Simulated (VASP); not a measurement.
Input of a VASP 6.6.1 run:

INCAR

```
SYSTEM = BN
  PREC = Accurate
  ENCUT = 600
  EDIFF = 1E-7
  ISMEAR = -1
  SIGMA = 0.05
  LREAL = .False.
  LASPH = .True.
  NELM = 100
  ALGO = Normal
  ISIF = 3
  LWAVE = .False.
  LCHARG = .False.
  GGA = PE
  IBRION = 2
  NSW = 60
  EDIFFG = -0.005
  PSTRESS = 2700.0
```

KPOINTS

```
Automatic mesh
0
Gamma
  17 17 17
  0 0 0
```

POSCAR

```
BN
1.0
    0.0000000000      1.5553742367      1.5553742367
    1.5553742367      0.0000000000      1.5553742367
    1.5553742367      1.5553742367      0.0000000000
B N
1 1
Direct
    0.0000000000      0.0000000000      0.0000000000
    0.5000000000      0.5000000000      0.5000000000
```

Potentials or basis: VASP PAW PBE potentials, release 64 (B, N).

Launch:

```bash
$ cat potpaw_PBE.64/B/POTCAR potpaw_PBE.64/N/POTCAR > POTCAR
$ mpirun -np 1 vasp_std > vasp.out
```

Q: Estimate the space group after relaxing (to 0.05 Å).

A: Fm-3m (No. 225).

Q: What does it give for the relaxed volume?

A: 3.75 Å³/atom.

Q: Predict the relaxed cell.

A: a = 2.198 Å, b = 2.198 Å, c = 2.198 Å, α = 60.00°, β = 60.00°, γ = 60.00°.

Final structure:
```xyz
2
Lattice="0.0000 1.5541 1.5541 1.5541 0.0000 1.5541 1.5541 1.5541 0.0000" Properties=species:S:1:pos:R:3 pbc="T T T"
B     0.0000    0.0000    0.0000
N     1.5541    1.5541    1.5541
```

Caveat: the cell is relaxed towards a set pressure, so the enthalpy falls and the energy may rise.
